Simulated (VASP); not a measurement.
# AlN (Cc) in VASP: further runs

The runs below take AlN through relaxation of the atoms, with LDA.

Program: VASP 6.6.1. These are calculated values, not measurements. Logs are shortened: lines on timing, memory, paths and dates and some standing lists are left out, and cuts for length are marked.

## (1) The cell of the first run

Symmetry: Cc, No. 9, monoclinic system. Conventional cell: a = 3.123 Å, b = 5.350 Å, c = 4.934 Å, α = 90.00°, β = 107.17°, γ = 90.00°. Within 2.3 Å of Al (site symmetry 1) lie 4 N at 1.74 to 2.03 Å. Within 2.3 Å of N (site symmetry 1) lie 4 Al at 1.74 to 2.03 Å.

## (2) Relaxation of the atoms, LDA (engineering shear strain xz -0.3000, normal strain along z -0.0133)

The input, INCAR:

```
PREC = Accurate
ENCUT = 520
EDIFF = 1E-6
ISMEAR = 0
SIGMA = 0.05
LREAL = False
LASPH = True
NELM = 60
ALGO = Normal
ISIF = 2
LWAVE = False
LCHARG = False
IBRION = 2
NSW = 50
EDIFFG = -0.01
```

The input, KPOINTS:

```
regular mesh
0
Gamma
  9 9 6
```

The input, POSCAR:

```
AlN
1.0
    3.0886152983      0.0000000000     -0.4632922947
   -1.5443076491      2.6748193108      0.2316461474
   -0.7415376399      0.0000000000      4.8778345953
Al N
2 2
Direct
    0.3333333333      0.6666666667      0.0015210172
    0.6666666667      0.3333333333      0.5015210172
    0.3333333333      0.6666666667      0.3834789828
    0.6666666667      0.3333333333      0.8834789828
```

Potentials or basis: VASP PAW LDA potentials, release 64 (Al, N).

Run with:

```console
cat potpaw_LDA.64/Al/POTCAR potpaw_LDA.64/N/POTCAR > POTCAR
mpirun -np 1 vasp_std > vasp.out
```

OUTCAR:

```text
PREC = Accurate
   ENCUT = 520
   EDIFF = 1E-6
   ISMEAR = 0
   LREAL = False
   LASPH = True
   NELM = 60
   ISIF = 2
   IBRION = 2
   NSW = 50
   EDIFFG = -0.01

 ion  position               nearest neighbor table
   1  0.333  0.667  0.002-   4 1.74   4 1.88   3 1.88   4 2.03   2 2.65   2 2.65   2 3.04   2 3.04

   2  0.667  0.333  0.502-   3 1.74   3 1.88   4 1.88   3 2.03   1 2.65   1 2.65   1 3.04   1 3.04

   3  0.333  0.667  0.383-   2 1.74   2 1.88   1 1.88   2 2.03
   4  0.667  0.333  0.883-   1 1.74   1 1.88   2 1.88   1 2.03

  LATTYP: Found a base centered monoclinic cell.
 ALAT       =     3.1231689373
 B/A-ratio  =     1.7128880086
 C/A-ratio  =     1.5797664882
 COS(beta)  =    -0.2952877702

  Lattice vectors:

 A1 = (   1.5443076491,  -2.6748193108,  -0.2316461474)
 A2 = (   1.5443076492,   2.6748193108,  -0.2316461473)
 A3 = (  -0.7415376399,   0.0000000000,   4.8778345953)

Analysis of symmetry for initial positions (statically):
=====================================================================
 Subroutine PRICEL returns:
 Original cell was already a primitive cell.

 Routine SETGRP: Setting up the symmetry group for a
 base centered monoclinic supercell.

 Subroutine GETGRP returns: Found  2 space group operations
 (whereof  1 operations were pure point group operations)
 out of a pool of  4 trial point group operations.

The static configuration has the point symmetry C_1 .
 The point group associated with its full space group is C_1h.

Analysis of symmetry for dynamics (positions and initial velocities):
=====================================================================
 Subroutine PRICEL returns:
 Original cell was already a primitive cell.

 Routine SETGRP: Setting up the symmetry group for a
 base centered monoclinic supercell.

 Subroutine GETGRP returns: Found  2 space group operations
 (whereof  1 operations were pure point group operations)
 out of a pool of  4 trial point group operations.

The dynamic configuration has the point symmetry C_1 .
 The point group associated with its full space group is C_1h.

 Subroutine INISYM returns: Found  2 space group operations
 (whereof  1 operations are pure point group operations),
 and found     1 'primitive' translations

----------------------------------------------------------------------------------------

                                     Primitive cell

  volume of cell :      39.3792
[... 121 lines left out ...]
   IVDW    =     0    specifies the selected vdW correction
   LEPSILON=     F    determine dielectric tensor
   LRPA    =     F    only Hartree local field effects (RPA)
 conjugate gradient relaxation of ions
 non-spin polarized calculation
 Gauss-broadening in eV      SIGMA  =   0.05
  energy-cutoff  :      520.00
  volume of cell :       39.38
 maximum number of plane-waves:      1074
   NGX = 11   NGY = 11   NGZ = 19

--------------------------------------- Ionic step        1  -------------------------------------------

 number of electron      15.9999999 magnetization

 Free energy of the ion-electron system (eV)
  ---------------------------------------------------
  ext. energy  EPLUGINS =         0.00000000
  ---------------------------------------------------
  free energy    TOTEN  =       -31.22789061 eV

  energy without entropy =      -31.22789061  energy(sigma->0) =      -31.22789061

------------------------ aborting loop because EDIFF is reached ----------------------------------------

  FORCE on cell =-STRESS in cart. coord.  units (eV):
  Direction    XX          YY          ZZ          XY          YZ          ZX
  --------------------------------------------------------------------------------------
  -------------------------------------------------------------------------------------
  Total        1.1728808      1.6462748      5.3255847      0.0000000      0.0000000      9.9535616
  in kB       47.7196362     66.9800675    216.6758661      0.0000000      0.0000000    404.9689749
  external PRESSURE =     110.4585233 kB  Pullay stress =       0.0000000 kB
[... 95 lines left out ...]
  FREE ENERGIE OF THE ION-ELECTRON SYSTEM (eV)
  ---------------------------------------------------
  free  energy   TOTEN  =       -31.4859411392 eV

  energy  without entropy=      -31.4859411392  energy(sigma->0) =      -31.48594114

[... ionic steps 4 to 9 ...]

--------------------------------------- Ionic step       10  -------------------------------------------

 number of electron      16.0000001 magnetization

------------------------ aborting loop because EDIFF is reached ----------------------------------------
[... 71 lines left out ...]
--------------------------------------- Ionic step       12  -------------------------------------------

 number of electron      16.0000001 magnetization

 Free energy of the ion-electron system (eV)
  ---------------------------------------------------
  ext. energy  EPLUGINS =         0.00000000
  ---------------------------------------------------
  free energy    TOTEN  =       -31.50532856 eV

  energy without entropy =      -31.50532856  energy(sigma->0) =      -31.50532856

 E-fermi :   7.8300     XC(G=0): -11.5598

 val. band max:        7.6274674393   @ k =   0.0000   0.0000   0.0000
 cond. band min:      10.3348744609   @ k =   0.0000   0.0000   0.0000
 fundamental gap:      2.7074070216
 Fermi energy:         7.8300065169

 k-point     1 :       0.0000    0.0000    0.0000
  band No.  band energies     occupation
      1      -8.8121      2.00000
      2      -6.0504      2.00000
      3       0.4597      2.00000
      4       5.4048      2.00000
      5       5.8233      2.00000
      6       5.8582      2.00000
      7       6.4146      2.00000
      8       7.6275      2.00000
      9      10.3349      0.00000
     10      12.8874      0.00000
     11      15.8484      0.00000
     12      16.9001      0.00000
[... 331 lines left out ...]
 k-point    24 :       0.0000    0.4444    0.0000
  band No.  band energies     occupation
      1      -6.7342      2.00000
      2      -5.7029      2.00000
      3       1.2689      2.00000
      4       2.3083      2.00000
      5       3.0369      2.00000
      6       4.2725      2.00000
      7       4.8280      2.00000
      8       6.0657      2.00000
      9      11.4714      0.00000
     10      12.2291      0.00000
     11      14.2685      0.00000
     12      15.7729      0.00000

 [... further k-points ...]
[... 5 lines left out ...]
  --------------------------------------------------------------------------------------
  -------------------------------------------------------------------------------------
  Total       -3.3030927      1.6586082      5.5213577      0.0000000      0.0000000      7.8765159
  in kB     -134.3890880     67.4818632    224.6410540      0.0000000      0.0000000    320.4626343
  external PRESSURE =      52.5779431 kB  Pullay stress =       0.0000000 kB
[... 19 lines left out ...]
  FREE ENERGIE OF THE ION-ELECTRON SYSTEM (eV)
  ---------------------------------------------------
  free  energy   TOTEN  =       -31.5053285618 eV

  energy  without entropy=      -31.5053285618  energy(sigma->0) =      -31.50532856

 reached required accuracy - stopping structural energy minimisation
```

OSZICAR:

```text
N       E                     dE             d eps       ncg     rms          rms(c)
DAV:   1     0.494494307066E+02    0.49449E+02   -0.77686E+03  3376   0.120E+03
DAV:   2    -0.330094045136E+02   -0.82459E+02   -0.76246E+02  4940   0.218E+02
DAV:   3    -0.366479861114E+02   -0.36386E+01   -0.36209E+01  4308   0.494E+01
[... 84 lines left out ...]
  11 F= -.31505317E+02 E0= -.31505317E+02  d E =-.671456E-04
       N       E                     dE             d eps       ncg     rms          rms(c)
DAV:   1    -0.315053286653E+02   -0.11977E-04   -0.25068E-03  3360   0.462E-01    0.787E-03
DAV:   2    -0.315053296194E+02   -0.95407E-06   -0.31051E-05  4336   0.493E-02    0.497E-03
DAV:   3    -0.315053285343E+02    0.10851E-05   -0.14976E-06  2372   0.146E-02    0.134E-03
DAV:   4    -0.315053285618E+02   -0.27491E-07   -0.87317E-07  1708   0.801E-03
  12 F= -.31505329E+02 E0= -.31505329E+02  d E =-.789539E-04
```

CONTCAR:

```text
AlN
   1.00000000000000
     3.0886152983000001    0.0000000000000000   -0.4632922947000000
    -1.5443076491000001    2.6748193107999998    0.2316461474000000
    -0.7415376399000000    0.0000000000000000    4.8778345953000004
  Al              N
     2     2
Direct
     0.3516229946835656    0.6637335968686624    0.0067056482313629
     0.6878893979149120    0.3362664031313375    0.5067056482313629
     0.3244861722084145    0.6884847371153153    0.3782943517686351
     0.6360014351931079    0.3115152628846847    0.8782943517686351

  0.00000000E+00  0.00000000E+00  0.00000000E+00
  0.00000000E+00  0.00000000E+00  0.00000000E+00
  0.00000000E+00  0.00000000E+00  0.00000000E+00
  0.00000000E+00  0.00000000E+00  0.00000000E+00
```

Wall time 3.7 min (1 thread of Intel Xeon Platinum 8488C (Sapphire Rapids), shared host); peak memory 0.18 GiB.

Results:

```
Free energy                  : -31.5053 eV
Energy gained by relaxing    : 69.4 meV/atom
Ionic steps                  : 12
Pressure after relaxing      : 5.3 GPa
Largest force after relaxing : 0.009 eV/Å
Band gap on the k mesh       : 2.71 eV
```

Forces on the atoms (eV/Å):
```
Al  -0.007 -0.002  0.002
Al  -0.007  0.002  0.002
N    0.007 -0.006 -0.002
N    0.007  0.006 -0.002
```

Step by step:
```
step  energy change (eV)  largest force (eV/Å)  pressure (GPa)
   1              0.0000                2.5218           11.05
   2             -0.0574                2.0973            6.40
   3             -0.2581                0.4945            6.50
   4             -0.2719                0.2063            5.43
   5             -0.2720                0.1761            5.50
   6             -0.2742                0.0896            5.27
   7             -0.2746                0.1387            5.12
   8             -0.2763                0.0814            5.15
   9             -0.2774                0.0363            5.19
  10             -0.2774                0.0320            5.18
  11             -0.2774                0.0213            5.28
  12             -0.2774                0.0091            5.26
```

Final structure:
```xyz
4
Lattice="3.0886 0.0000 -0.4633 -1.5443 2.6748 0.2316 -0.7415 0.0000 4.8778" Properties=species:S:1:pos:R:3 pbc="T T T"
Al    0.0560    1.7754    0.0236
Al    1.2296    0.8995    2.2308
N    -0.3415    1.8416    1.8544
N     0.8320    0.8332    4.0617
```

Caveat: the cell differs from its parent crystal (engineering shear strain xz -0.3000, normal strain along z -0.0133). A k mesh can miss the band edges.

## (3) Relaxation of the atoms, LDA (engineering shear strain xz -0.2000, normal strain along z -0.0267)

The input, INCAR:

```
ALGO = Normal
EDIFF = 1E-6
EDIFFG = -0.01
ENCUT = 520
GGA = CA
IBRION = 2
ISIF = 2
ISMEAR = 0
LASPH = True
LCHARG = False
LREAL = False
LWAVE = False
NELM = 100
NSW = 50
PREC = Accurate
SIGMA = 0.05
```

The input, KPOINTS:

```
k-points
0
Gamma
  9 9 6
```

The input, POSCAR:

```
AlN
1.0
    3.0886152983      0.0000000000     -0.3088615298
   -1.5443076491      2.6748193108      0.1544307649
   -0.4943584266      0.0000000000      4.8115905661
Al N
2 2
Direct
    0.3333333333      0.6666666667      0.0015210172
    0.6666666667      0.3333333333      0.5015210172
    0.3333333333      0.6666666667      0.3834789828
    0.6666666667      0.3333333333      0.8834789828
```

Potentials or basis: VASP PAW LDA potentials, release 64 (Al, N).

Run with:

```console
cat potpaw_LDA.64/Al/POTCAR potpaw_LDA.64/N/POTCAR > POTCAR
mpirun -np 1 vasp_std > vasp.out
```

Wall time 2.9 min (1 thread of Intel Xeon Platinum 8488C (Sapphire Rapids), shared host); peak memory 0.18 GiB.

It converged, with:

```
Free energy               : -32.1605 eV
Energy gained by relaxing : 26.9 meV/atom
Ionic steps               : 11
Pressure after relaxing   : 7.3 GPa
Band gap on the k mesh    : 3.49 eV
```

Forces on the atoms (eV/Å):
```
Al   0.000 -0.002  0.001
Al   0.000  0.002  0.001
N    0.000 -0.002 -0.001
N    0.000  0.002 -0.001
```

Stress tensor (GPa, compression positive):
```
-3.07  0.00 24.16
 0.00  6.55  0.00
24.16  0.00 18.28
```

Step by step:
| step | energy change (eV) | largest force (eV/Å) | pressure (GPa) |
| --- | --- | --- | --- |
| 1 | 0.0000 | 1.4660 | 10.04 |
| 2 | -0.0399 | 1.0895 | 7.07 |
| 3 | -0.1031 | 0.2721 | 7.62 |
| 4 | -0.1066 | 0.1089 | 7.17 |
| 5 | -0.1068 | 0.0538 | 7.25 |
| 6 | -0.1072 | 0.0427 | 7.25 |
| 7 | -0.1076 | 0.0293 | 7.26 |
| 8 | -0.1076 | 0.0389 | 7.26 |
| 9 | -0.1077 | 0.0265 | 7.26 |
| 10 | -0.1078 | 0.0212 | 7.25 |
| 11 | -0.1078 | 0.0027 | 7.25 |

Final structure:
```cif
data_structure
_symmetry_space_group_name_H-M 'P 1'
_symmetry_Int_Tables_number 1
_cell_length_a 3.1040
_cell_length_b 3.0925
_cell_length_c 4.8369
_cell_angle_alpha 84.220
_cell_angle_beta 101.577
_cell_angle_gamma 120.124
_cell_volume 39.34
loop_
_atom_site_label
_atom_site_type_symbol
_atom_site_fract_x
_atom_site_fract_y
_atom_site_fract_z
_atom_site_occupancy
Al1 Al 0.34476 0.66570 0.00115 1
Al2 Al 0.67907 0.33430 0.50115 1
N1 N 0.32623 0.67630 0.38385 1
N2 N 0.64994 0.32370 0.88385 1
```

Levels at points of the mesh, in eV from the valence-band top:
| k point | band 4 | band 5 | band 6 | band 7 | band 8 | band 9 | band 10 | band 11 | band 12 |
| --- | --- | --- | --- | --- | --- | --- | --- | --- | --- |
| (0.00, 0.00, 0.00) | -1.88 | -1.71 | -1.47 | -1.05 | 0.00 | 3.49 | 5.82 | 9.23 | 9.88 |
| (0.00, 0.00, 0.50) | -3.92 | -1.75 | -1.75 | -1.10 | -1.10 | 5.44 | 5.44 | 9.78 | 9.78 |

Caveat: the cell differs from its parent crystal (engineering shear strain xz -0.2000, normal strain along z -0.0267). A k mesh can miss the band edges.

## (4) Relaxation of the atoms, LDA (engineering shear strain xz -0.1000, normal strain along z -0.0267)

INCAR: that of step 3 with these lines changed.

```diff
@@ -1,3 +1,3 @@
 ALGO = Normal
-EDIFF = 1E-6
+EDIFF = 1E-7
 EDIFFG = -0.01
@@ -12,3 +12,3 @@
 LWAVE = False
-NELM = 100
+NELM = 80
 NSW = 50
```

KPOINTS is that of step 3.

The input, POSCAR:

```
AlN
1.0
    3.0886152983      0.0000000000     -0.1544307649
   -1.5443076491      2.6748193108      0.0772153825
   -0.2471792133      0.0000000000      4.8115905661
Al N
2 2
Direct
    0.3333333333      0.6666666667      0.0015210172
    0.6666666667      0.3333333333      0.5015210172
    0.3333333333      0.6666666667      0.3834789828
    0.6666666667      0.3333333333      0.8834789828
```

Run with:

```console
cat potpaw_LDA.64/Al/POTCAR potpaw_LDA.64/N/POTCAR > POTCAR
mpirun -np 1 vasp_std > vasp.out
```

Wall time 1.9 min (1 thread of Intel Xeon Platinum 8488C (Sapphire Rapids), shared host); peak memory 0.18 GiB.

Results (log left out):

| Quantity | Value |
| --- | --- |
| Free energy | -32.6394 eV |
| Energy gained by relaxing | 8.2 meV/atom |
| Ionic steps | 8 |
| Pressure after relaxing | 6.5 GPa |
| Largest force after relaxing | 0.009 eV/Å |
| Band gap on the k mesh | 4.17 eV |

Forces on the atoms (eV/Å):
```
Al   0.006 -0.005  0.003
Al   0.006  0.005  0.003
N   -0.006  0.002 -0.003
N   -0.006 -0.002 -0.003
```

Stress tensor (GPa, compression positive):
```
 2.40  0.00 12.56
 0.00  4.80  0.00
12.56  0.00 12.29
```

The path:
| step | energy change (eV) | largest force (eV/Å) | pressure (GPa) |
| --- | --- | --- | --- |
| 1 | 0.0000 | 0.7396 | 7.49 |
| 2 | -0.0208 | 0.4545 | 6.25 |
| 3 | -0.0325 | 0.0942 | 6.53 |
| 4 | -0.0329 | 0.0451 | 6.47 |
| 5 | -0.0329 | 0.0149 | 6.49 |
| 6 | -0.0330 | 0.0104 | 6.49 |
| 7 | -0.0330 | 0.0134 | 6.50 |
| 8 | -0.0330 | 0.0085 | 6.49 |

Final structure:
```yaml
crystal:
  lattice:
    - [3.08862, 0.00000, -0.15443]
    - [-1.54431, 2.67482, 0.07722]
    - [-0.24718, 0.00000, 4.81159]
  atoms:
    - { symbol: Al, position: [0.33908, 0.66679, 0.99905] }
    - { symbol: Al, position: [0.67228, 0.33321, 0.49905] }
    - { symbol: N, position: [0.32869, 0.66875, 0.38595] }
    - { symbol: N, position: [0.65994, 0.33125, 0.88595] }
```

Levels at points of the mesh, in eV from the valence-band top:
```tsv
k point	band 4	band 5	band 6	band 7	band 8	band 9	band 10	band 11	band 12
(0.00, 0.00, 0.00)	-1.46	-1.43	-0.88	-0.71	0.00	4.17	6.30	10.34	10.52
(0.00, 0.00, 0.50)	-3.63	-1.25	-1.25	-0.93	-0.93	6.22	6.22	10.26	10.26
```

Caveat: the cell differs from its parent crystal (engineering shear strain xz -0.1000, normal strain along z -0.0267).

[end of part 1 of 2]
